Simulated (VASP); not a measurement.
Set up this calculation in VASP 6.6.1, as the native input.

| Item | Value |
| --- | --- |
| Task | single point |
| Functional | PBE |
| Potentials or basis | VASP PAW PBE potentials, release 64 (Li_sv, B) |
| Cutoff | 520 eV |
| k mesh | 26 × 26 × 26 |
| Occupations | gaussian, width 0.1 eV |
| Spin | no spin polarisation |
| Dipole correction | no |
| Further INCAR settings | ALGO = Fast; EDIFF = 1e-06; NBANDS = 12 |

The structure of Li2B lies in POSCAR:

```
Li2B
1.0
   -1.1577270582      1.1577270582      5.8807111215
    1.1577270582     -1.1577270582      5.8807111215
    1.1577270582      1.1577270582     -5.8807111215
Li B
2 1
Direct
    0.1345854272      0.1345854272      0.0000000000
    0.8654145728      0.8654145728      0.0000000000
    0.5000000000      0.5000000000      0.0000000000
```

The cell was built from a structure type or drawn by symmetry, and may not be a known phase.

One way to write it, as run:

INCAR

```
SYSTEM = Li2B
PREC = Accurate ; ENCUT = 520
EDIFF = 1E-6 ; ISMEAR = 0
SIGMA = 0.1 ; LREAL = .False.
LASPH = .True. ; NELM = 80
ALGO = Fast ; ISIF = 2
LWAVE = .False. ; LCHARG = .True.
GGA = PE ; LELF = .True.
LVHAR = .True. ; NBANDS = 12
```

KPOINTS

```
regular mesh
0
Gamma
  26 26 26
  0 0 0
```

Potentials or basis: VASP PAW PBE potentials, release 64 (Li_sv, B).

Launch:

```bash
$ cat potpaw_PBE.64/Li_sv/POTCAR potpaw_PBE.64/B/POTCAR > POTCAR
$ mpirun -np 1 vasp_std > vasp.out
```

Results of the run:

* Largest force: 0.006 eV/Å
* Band gap on the k mesh: zero (an odd number of electrons rules out a gap without spin polarisation)

Wall time 49 min on 1 thread of Intel(R) Xeon(R) Platinum 8375C CPU @ 2.90GHz (Ice Lake) (shared host), peak memory 0.66 GiB.
